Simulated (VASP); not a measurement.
**Ga: single point with PBEsol**

Crystal: Ga.

```
CELL_PARAMETERS angstrom
-1.59469 1.59469 1.59469
1.59469 -1.59469 1.59469
1.59469 1.59469 -1.59469
ATOMIC_POSITIONS crystal
Ga 0.00000 0.00000 0.00000
```

```
Program             : VASP 6.6.1
Task                : single point
Functional          : PBEsol
Potentials or basis : VASP PAW PBE potentials, release 64 (Ga_d)
Cutoff              : 520 eV
k mesh              : 17 × 17 × 17
Occupations         : fermi-dirac, width 0.1 eV
Spin                : no spin polarisation
```

```
Pressure : 8.0 GPa
```

Levels at points of the mesh, in eV from the Fermi level:
| k point | band 4 | band 5 | band 6 | band 7 | band 8 | band 9 |
| --- | --- | --- | --- | --- | --- | --- |
| (0.00, 0.00, 0.00) | -14.81 | -14.81 | -12.32 | 14.49 | 14.49 | 14.49 |

Wall time 32 s on 1 thread of Intel Xeon 8259CL (shared host), peak memory 0.16 GiB.

Caveat: the PAW data sets were made with another functional, which shifts forces and pressure a little.
